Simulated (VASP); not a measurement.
# BaTiO3 (Pm-3m) in VASP: notebook, part 2 of 2

VASP 6.6.1.

## 3. Electric field gradients, PBE (13.00 Å³/atom)

INCAR reads:

```
ALGO = Normal
EDIFF = 1E-8
ENCUT = 520
GGA = PE
ISIF = 2
ISMEAR = -1
LASPH = True
LCHARG = False
LEFG = True
LREAL = False
LWAVE = False
NBANDS = 28
NELM = 100
PREC = Accurate
SIGMA = 0.05
```

KPOINTS reads:

```
k-points
0
Gamma
  8 8 8
```

POSCAR reads:

```
BaTiO3
1.0
    4.0206133868      0.0000000000      0.0000000000
    0.0000000000      4.0206133868      0.0000000000
    0.0000000000      0.0000000000      4.0206133868
Ba Ti O
1 1 3
Direct
    0.5000000000      0.5000000000      0.5000000000
    0.0000000000      0.0000000000      0.0000000000
    0.5000000000      0.0000000000      0.0000000000
    0.0000000000      0.5000000000      0.0000000000
    0.0000000000      0.0000000000      0.5000000000
```

Potentials or basis: VASP PAW PBE potentials, release 64 (Ba_sv, Ti_sv, O).

Run with:

```sh
cat potpaw_PBE.64/Ba_sv/POTCAR potpaw_PBE.64/Ti_sv/POTCAR potpaw_PBE.64/O/POTCAR > POTCAR
mpirun -np 1 vasp_std > vasp.out
```

OUTCAR:

```text
EDIFF = 1E-8
   ENCUT = 520
   GGA = PE
   ISIF = 2
   ISMEAR = -1
   LASPH = True
   LREAL = False
   NELM = 100
   PREC = Accurate

 ion  position               nearest neighbor table
   1  0.500  0.500  0.500-   3 2.84   4 2.84   5 2.84   3 2.84   4 2.84   3 2.84   5 2.84   3 2.84
                             4 2.84   5 2.84   4 2.84   5 2.84   2 3.48   2 3.48   2 3.48   2 3.48
   2  0.000  0.000  0.000-   3 2.01   4 2.01   5 2.01   5 2.01   4 2.01   3 2.01   1 3.48   1 3.48
                             1 3.48   1 3.48   1 3.48   1 3.48   1 3.48   1 3.48
   3  0.500  0.000  0.000-   2 2.01   2 2.01   1 2.84   1 2.84   1 2.84   1 2.84
   4  0.000  0.500  0.000-   2 2.01   2 2.01   1 2.84   1 2.84   1 2.84   1 2.84
   5  0.000  0.000  0.500-   2 2.01   2 2.01   1 2.84   1 2.84   1 2.84   1 2.84

  LATTYP: Found a simple cubic cell.
 ALAT       =     4.0206133868

  Lattice vectors:

 A1 = (   4.0206133868,   0.0000000000,   0.0000000000)
 A2 = (   0.0000000000,   4.0206133868,   0.0000000000)
 A3 = (   0.0000000000,   0.0000000000,   4.0206133868)

Analysis of symmetry for initial positions (statically):
=====================================================================
 Subroutine PRICEL returns:
 Original cell was already a primitive cell.

 Routine SETGRP: Setting up the symmetry group for a
 simple cubic supercell.

 Subroutine GETGRP returns: Found 48 space group operations
 (whereof 48 operations were pure point group operations)
 out of a pool of 48 trial point group operations.

The static configuration has the point symmetry O_h .

Analysis of symmetry for dynamics (positions and initial velocities):
=====================================================================
 Subroutine PRICEL returns:
 Original cell was already a primitive cell.

[... 920 lines left out ...]
  Total        0.6234946      0.6234946      0.6234946     -0.0000000     -0.0000000     -0.0000000
  in kB       15.3697343     15.3697343     15.3697343     -0.0000000     -0.0000000     -0.0000000
  external PRESSURE =      15.3697343 kB  Pullay stress =       0.0000000 kB

 VOLUME and BASIS-vectors are now :
 -----------------------------------------------------------------------------
  energy-cutoff  :      520.00
  volume of cell :       64.99
      direct lattice vectors                 reciprocal lattice vectors
     4.020613387  0.000000000  0.000000000     0.248718269  0.000000000  0.000000000
     0.000000000  4.020613387  0.000000000     0.000000000  0.248718269  0.000000000
     0.000000000  0.000000000  4.020613387     0.000000000  0.000000000  0.248718269

 POSITION                                       TOTAL-FORCE (eV/Angst)
 -----------------------------------------------------------------------------------
      2.01031      2.01031      2.01031         0.000000      0.000000      0.000000
      0.00000      0.00000      0.00000         0.000000      0.000000      0.000000
      2.01031      0.00000      0.00000         0.000000      0.000000      0.000000
      0.00000      2.01031      0.00000         0.000000      0.000000      0.000000
      0.00000      0.00000      2.01031         0.000000      0.000000      0.000000
 -----------------------------------------------------------------------------------
    total drift:                                0.000000     -0.000000      0.000000

  FREE ENERGIE OF THE ION-ELECTRON SYSTEM (eV)
  ---------------------------------------------------
  free  energy   TOTEN  =       -39.9824716447 eV

  energy  without entropy=      -39.9824716415  energy(sigma->0) =      -39.98247164

 Electric field gradients (V/A^2)
---------------------------------------------------------------------
 ion       V_xx      V_yy      V_zz      V_xy      V_xz      V_yz
---------------------------------------------------------------------
   1       0.000     0.000    -0.000     0.000     0.000     0.000
   2      -0.000    -0.000     0.000    -0.000    -0.000    -0.000
   3      26.045   -13.023   -13.023     0.000    -0.000    -0.000
   4     -13.023    26.045   -13.023     0.000     0.000     0.000
   5     -13.023   -13.023    26.045     0.000    -0.000    -0.000
---------------------------------------------------------------------

 Electric field gradients after diagonalization (V/A^2)
 (convention: |V_zz| > |V_xx| > |V_yy|)
----------------------------------------------------------------------
 ion       V_xx      V_yy      V_zz     asymmetry (V_yy - V_xx)/ V_zz
----------------------------------------------------------------------
   1       0.000     0.000    -0.000       0.060
   2      -0.000    -0.000     0.000       0.010
   3     -13.023   -13.023    26.045       0.000
   4     -13.023   -13.023    26.045       0.000
   5     -13.023   -13.023    26.045       0.000
----------------------------------------------------------------------

           NMR quadrupolar parameters

 Cq : quadrupolar parameter    Cq=e*Q*V_zz/h
 eta: asymmetry parameters     (V_yy - V_xx)/ V_zz
 Q  : nuclear electric quadrupole moment in mb (millibarn)
----------------------------------------------------------------------
 ion       Cq(MHz)       eta       Q (mb)
----------------------------------------------------------------------
   1      -0.000       0.060       1.000
   2       0.000       0.010       1.000
   3       0.063       0.000       1.000
   4       0.063       0.000       1.000
   5       0.063       0.000       1.000
----------------------------------------------------------------------
```

OSZICAR:

```text
N       E                     dE             d eps       ncg     rms          rms(c)
DAV:   1     0.421489012427E+03    0.42149E+03   -0.20430E+04  1960   0.151E+03
DAV:   2    -0.867922487832E+01   -0.43017E+03   -0.40912E+03  2268   0.412E+02
DAV:   3    -0.489954485160E+02   -0.40316E+02   -0.39946E+02  2280   0.131E+02
DAV:   4    -0.510171571414E+02   -0.20217E+01   -0.20177E+01  3040   0.263E+01
DAV:   5    -0.510534086118E+02   -0.36251E-01   -0.36241E-01  2456   0.333E+00    0.226E+01
DAV:   6    -0.402278039568E+02    0.10826E+02   -0.57764E+01  2736   0.654E+01    0.986E+00
DAV:   7    -0.401566394634E+02    0.71164E-01   -0.10067E+01  2528   0.229E+01    0.648E+00
DAV:   8    -0.399776929699E+02    0.17895E+00   -0.63852E-01  2356   0.696E+00    0.340E+00
DAV:   9    -0.400149090329E+02   -0.37216E-01   -0.37508E-01  2752   0.515E+00    0.166E+00
DAV:  10    -0.399866348489E+02    0.28274E-01   -0.17746E-01  2296   0.429E+00    0.553E-01
DAV:  11    -0.399825073796E+02    0.41275E-02   -0.19023E-02  2588   0.871E-01    0.150E-01
DAV:  12    -0.399828057008E+02   -0.29832E-03   -0.24038E-03  2528   0.452E-01    0.156E-01
DAV:  13    -0.399824685976E+02    0.33710E-03   -0.10580E-03  2420   0.334E-01    0.217E-02
DAV:  14    -0.399824710263E+02   -0.24287E-05   -0.36012E-05  2480   0.389E-02    0.942E-03
DAV:  15    -0.399824719136E+02   -0.88727E-06   -0.38989E-06  2516   0.152E-02    0.518E-03
DAV:  16    -0.399824716010E+02    0.31260E-06   -0.17449E-06  2388   0.135E-02    0.129E-03
DAV:  17    -0.399824716437E+02   -0.42668E-07   -0.60987E-08  2372   0.203E-03    0.763E-04
DAV:  18    -0.399824716447E+02   -0.10127E-08   -0.10322E-08  1616   0.870E-04
   1 F= -.39982472E+02 E0= -.39982472E+02  d E =-.316135E-08
```

Wall time 2 min (1 thread of Intel Xeon 8259CL, shared host); peak memory 0.21 GiB.

Results:

| Quantity | Value |
| --- | --- |
| Free energy | -39.9825 eV |
| Pressure | 1.5 GPa |
| Band gap on the k mesh | 1.72 eV (least direct gap 1.88 eV) |
| Largest electric field gradient by atom | Ba +0.0; Ti -0.0; O +26.0 V/Å² |

Levels at points of the mesh, in eV from the valence-band top:
```
           k point  band 17  band 18  band 19  band 20  band 21  band 22  band 23  band 24
(0.00, 0.00, 0.00)    -1.07    -0.16    -0.16    -0.16     1.72     1.72     1.72     3.81
(0.50, 0.00, 0.00)    -1.81    -1.81    -0.71    -0.71     1.87     3.42     3.42     3.82
(0.50, 0.50, 0.00)    -1.73    -0.88    -0.88    -0.09     3.42     3.42     3.83     4.64
(0.50, 0.50, 0.50)    -2.41     0.00     0.00     0.00     4.07     4.07     4.07     6.66
```

Electric field gradients, principal values (V/Å²):
```csv
atom,least,middle,greatest (by size)
1 Ba,0.000,0.000,0.000
2 Ti,0.000,0.000,0.000
3 O,-13.023,-13.023,26.045
4 O,-13.023,-13.023,26.045
5 O,-13.023,-13.023,26.045
```

Caveat: without QUAD_EFG the Cq values of the log hold for a quadrupole moment of 1 mb, not for the nuclei; spin-orbit coupling is left out, which moves the levels of the heavy elements. A k mesh can miss the band edges.

## 4. Electric field gradients, PBE (13.39 Å³/atom)

This run uses another cell than the first one, of 13.39 Å³/atom.

INCAR reads:

```
SYSTEM = BaTiO3
PREC = Accurate
ENCUT = 520
EDIFF = 1E-8
ISMEAR = -1
SIGMA = 0.05
LREAL = .FALSE.
LASPH = .TRUE.
NELM = 80
ALGO = Normal
ISIF = 2
LWAVE = .FALSE.
LCHARG = .FALSE.
GGA = PE
LEFG = .TRUE.
NBANDS = 28
```

KPOINTS reads:

```
Automatic mesh
0
G
  8 8 8
  0 0 0
```

POSCAR: that of step 3 with these lines changed.

```diff
@@ -2,5 +2,5 @@
 1.0
-    4.0206133868      0.0000000000      0.0000000000
-    0.0000000000      4.0206133868      0.0000000000
-    0.0000000000      0.0000000000      4.0206133868
+    4.0600336789      0.0000000000      0.0000000000
+    0.0000000000      4.0600336789      0.0000000000
+    0.0000000000      0.0000000000      4.0600336789
 Ba Ti O
```

Potentials or basis: VASP PAW PBE potentials, release 64 (Ba_sv, Ti_sv, O).

Run with:

```sh
cat potpaw_PBE.64/Ba_sv/POTCAR potpaw_PBE.64/Ti_sv/POTCAR potpaw_PBE.64/O/POTCAR > POTCAR
mpirun -np 1 vasp_std > vasp.out
```

OUTCAR:

```text
SYSTEM = BaTiO3
   PREC = Accurate
   ENCUT = 520
   EDIFF = 1E-8
   ISMEAR = -1
   LREAL = .FALSE.
   LASPH = .TRUE.
   NELM = 80
   ISIF = 2
   GGA = PE

 ion  position               nearest neighbor table
   1  0.500  0.500  0.500-   3 2.87   4 2.87   5 2.87   3 2.87   4 2.87   3 2.87   5 2.87   3 2.87
                             4 2.87   5 2.87   4 2.87   5 2.87   2 3.52   2 3.52   2 3.52   2 3.52
   2  0.000  0.000  0.000-   3 2.03   4 2.03   5 2.03   5 2.03   4 2.03   3 2.03   1 3.52   1 3.52
                             1 3.52   1 3.52   1 3.52   1 3.52   1 3.52   1 3.52
   3  0.500  0.000  0.000-   2 2.03   2 2.03   1 2.87   1 2.87   1 2.87   1 2.87
   4  0.000  0.500  0.000-   2 2.03   2 2.03   1 2.87   1 2.87   1 2.87   1 2.87
   5  0.000  0.000  0.500-   2 2.03   2 2.03   1 2.87   1 2.87   1 2.87   1 2.87

  LATTYP: Found a simple cubic cell.
 ALAT       =     4.0600336789

  Lattice vectors:

 A1 = (   4.0600336789,   0.0000000000,   0.0000000000)
 A2 = (   0.0000000000,   4.0600336789,   0.0000000000)
 A3 = (   0.0000000000,   0.0000000000,   4.0600336789)

Analysis of symmetry for initial positions (statically):
=====================================================================
 Subroutine PRICEL returns:
 Original cell was already a primitive cell.
[... 955 lines left out ...]
    total drift:                                0.000000     -0.000000      0.000000

  FREE ENERGIE OF THE ION-ELECTRON SYSTEM (eV)
  ---------------------------------------------------
  free  energy   TOTEN  =       -39.9744649096 eV

  energy  without entropy=      -39.9744649038  energy(sigma->0) =      -39.97446491

 Electric field gradients (V/A^2)
---------------------------------------------------------------------
 ion       V_xx      V_yy      V_zz      V_xy      V_xz      V_yz
---------------------------------------------------------------------
   1      -0.000    -0.000     0.000     0.000    -0.000    -0.000
   2      -0.000    -0.000    -0.000     0.000     0.000     0.000
   3      28.562   -14.281   -14.281    -0.000    -0.000     0.000
   4     -14.281    28.562   -14.281     0.000     0.000    -0.000
   5     -14.281   -14.281    28.562     0.000    -0.000    -0.000
---------------------------------------------------------------------

 Electric field gradients after diagonalization (V/A^2)
 (convention: |V_zz| > |V_xx| > |V_yy|)
----------------------------------------------------------------------
 ion       V_xx      V_yy      V_zz     asymmetry (V_yy - V_xx)/ V_zz
----------------------------------------------------------------------
   1      -0.000    -0.000     0.000       0.017
   2      -0.000    -0.000    -0.000      -0.071
   3     -14.281   -14.281    28.562       0.000
   4     -14.281   -14.281    28.562       0.000
   5     -14.281   -14.281    28.562       0.000
----------------------------------------------------------------------

           NMR quadrupolar parameters

 Cq : quadrupolar parameter    Cq=e*Q*V_zz/h
 eta: asymmetry parameters     (V_yy - V_xx)/ V_zz
 Q  : nuclear electric quadrupole moment in mb (millibarn)
----------------------------------------------------------------------
 ion       Cq(MHz)       eta       Q (mb)
----------------------------------------------------------------------
   1       0.000       0.017       1.000
   2      -0.000      -0.071       1.000
   3       0.069       0.000       1.000
   4       0.069       0.000       1.000
   5       0.069       0.000       1.000
----------------------------------------------------------------------
```

Run time: 2.3 min. Hardware: 1 thread of Intel Xeon 8259CL, shared host; peak memory 0.22 GiB.

What came out:

```yaml
Free_energy: -39.9745 eV
Pressure: -3.1 GPa
Band_gap_on_the_k_mesh: 1.66 eV (least direct gap 1.84 eV)
Largest_electric_field_gradient_by_atom: Ba -0.0; Ti -0.0; O +28.6 V/Å²
```

Electric field gradients, principal values (V/Å²):
| atom | least | middle | greatest (by size) |
| --- | --- | --- | --- |
| 1 Ba | 0.000 | 0.000 | 0.000 |
| 2 Ti | 0.000 | 0.000 | 0.000 |
| 3 O | -14.281 | -14.281 | 28.562 |
| 4 O | -14.281 | -14.281 | 28.562 |
| 5 O | -14.281 | -14.281 | 28.562 |

Caveat: the cell stands under tension; without QUAD_EFG the Cq values of the log hold for a quadrupole moment of 1 mb, not for the nuclei; spin-orbit coupling is left out, which moves the levels of the heavy elements.
